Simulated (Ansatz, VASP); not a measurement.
**InAs in VASP and in Ansatz**

```xyz
2
Lattice="3.3215 0.0000 0.0000 0.0000 3.3215 0.0000 0.0000 0.0000 3.3215" Properties=species:S:1:pos:R:3 pbc="T T T"
In    0.0000    0.0000    0.0000
As    1.6608    1.6608    1.6608
```

Change from the starting cell: volume scaled by 0.8, PAW files.

Alike in both runs: task single point; functional PBE; k mesh 12 × 12 × 12; occupations fermi-dirac, width 0.05 eV; no spin polarisation.

```csv
,VASP,Ansatz
version,VASP 6.6.1,Ansatz 0.2.0
potentials or method,"VASP PAW PBE potentials, release 64 (In_d, As)","PAW with Ansatz's default frozen-core files, scalar-relativistic"
plane-wave cutoff (eV),520,420
valence electrons in the cell,18,28
```

Ansatz gave:

* pressure (GPa): 21.2

Task: Estimate VASP's values.

Result: Pressure (GPa): 21.4.

VASP's potentials hold 18 valence electrons a cell and Ansatz's 28, so a difference there can come from the potentials and not from the codes.
